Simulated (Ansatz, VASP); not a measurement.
# One calculation of Zr, two programs

File INCAR:

```
SYSTEM = Zr
  PREC = Accurate
  ENCUT = 500
  EDIFF = 1E-7
  ISMEAR = 0
  SIGMA = 0.05
  LREAL = .FALSE.
  LASPH = .TRUE.
  NELM = 120
  ALGO = Normal
  ISIF = 3
  LWAVE = .FALSE.
  LCHARG = .FALSE.
  GGA = PE
  IBRION = 2
  NSW = 80
  EDIFFG = -0.03
  GGA_COMPAT = .FALSE.
  NELMIN = 4
```

File KPOINTS:

```
Automatic mesh
0
G
  8 8 4
  0 0 0
```

The input POSCAR:

```
Zr
1.0
    3.2320000000      0.0000000000      0.0000000000
   -1.6160000000      2.7989941050      0.0000000000
    0.0000000000      0.0000000000      5.1470000000
Zr
2
Direct
    0.3333333333      0.6666666667      0.2500000000
    0.6666666667      0.3333333333      0.7500000000
```

Input for Ansatz:

```yaml
crystal:
  lattice:
    - [3.232, 0.0, 0.0]
    - [-1.616, 2.798994105, 0.0]
    - [0.0, 0.0, 5.147]
  atoms:
    - { symbol: Zr, position: [0.3333333333, 0.6666666667, 0.25] }
    - { symbol: Zr, position: [0.6666666667, 0.3333333333, 0.75] }
basis:
  ecutwfc: 420
  ecutrho_ratio: 4
kpoints:
  mp_grid: { grid: [8, 8, 4] }
hamiltonian:
  xc: pbe
scf:
  occupations: { method: gaussian, width: 0.05 }
output:
  forces: true
  stress: true
  eigenvalues: true
relax:
  f_tol: 0.03
  max_steps: 60
  cell: { stress_tol: 0.3 }
```

Alike in both runs: task relaxation of cell and atoms; functional PBE; k mesh 8 × 8 × 4; occupations gaussian, width 0.05 eV; no spin polarisation.

```csv
,VASP,Ansatz
version,VASP 6.6.1,Ansatz 0.2.0
potentials or method,"VASP PAW PBE potentials, release 64 (Zr_sv), cutoff 500 eV","scalar-relativistic, plane waves, PAW"
valence electrons in the cell,24,24
```

```tsv
	VASP	Ansatz	Ansatz less VASP
gap on the k mesh at the Fermi level, each at its own relaxed structure (eV)	none	none	-
relaxed volume (Å³/atom)	23.47	23.47	-0.004
relaxed cell length with the largest relative difference (Å)	5.162	5.161	-0.0005
```

A gap of «none» marks a metal or a gap that the smearing closes.
